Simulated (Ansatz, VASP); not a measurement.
## MgO in VASP and in Ansatz

```
Mg O
1.0
     2.60105    0.00000    0.00000
     0.00000    2.60105    0.00000
     0.00000    0.00000    2.61832
Mg O
1 1
Direct
  0.00000 0.00000 0.00000
  0.50000 0.50000 0.50000
```

Change from the starting cell: epitaxial_xy strain -0.9%.

Alike in both runs: task single point; functional r2SCAN; k mesh 10 × 10 × 10; no spin polarisation.

|  | VASP | Ansatz |
| --- | --- | --- |
| version | VASP 6.6.1 | Ansatz 0.2.0 |
| potentials or method | VASP PAW PBE potentials, release 64 (Mg_sv, O) | plane waves, PAW |
| plane-wave cutoff (eV) | 660 | 500 |
| occupations | gaussian, width 0.01 eV | fixed |
| valence electrons in the cell | 16 | 16 |

```csv
,VASP,Ansatz,Ansatz less VASP
gap on the k mesh at the Fermi level (eV),3.69,3.65,-0.038
pressure (GPa),3.1,3.1,+0.09
"traceless stress, the component that is largest in VASP (GPa)",-3.20,-3.18,+0.023
```

VASP's potentials were made for PBE, not for r2SCAN.
